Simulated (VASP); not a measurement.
BP: single point with PBE

The system is BP.

```
B P
1.0
     0.00000    2.15542    2.15542
     2.15542    0.00000    2.15542
     2.15542    2.15542    0.00000
B P
1 1
Direct
  0.00000 0.00000 0.00000
  0.50000 0.50000 0.50000
```

```
Program             : VASP 6.6.1
Task                : single point
Functional          : PBE
Potentials or basis : VASP PAW PBE potentials, release 64 (B, P)
Cutoff              : 500 eV
k mesh              : 6 × 6 × 6
Occupations         : fermi-dirac, width 0.02 eV
Spin                : no spin polarisation
```

| Item | Value |
| --- | --- |
| Pressure | 1.2 GPa |
| Band gap on the k mesh | zero (band 4 reaches 11.26 eV, above the bottom of band 5 at 6.99 eV) |

Levels at points of the mesh, in eV from the Fermi level:
```csv
k point,band 1,band 2,band 3,band 4,band 5,band 6,band 7,band 8
"(0.00, 0.00, 0.00)",-16.87,0.11,0.11,0.11,6.72,8.03,8.03,8.03
"(0.50, 0.00, 0.00)",-12.38,-10.55,0.74,0.74,1.29,1.29,5.24,7.22
"(0.50, 0.50, 0.00)",-10.51,-8.96,-4.16,-4.16,-2.69,2.70,12.20,12.20
```

Wall time 2.7 s on 1 thread of Intel(R) Xeon(R) Platinum 8488C (Sapphire Rapids), on a shared host, peak memory 0.13 GiB.

Caveat: the k points lie up to 0.42 Å⁻¹ apart.
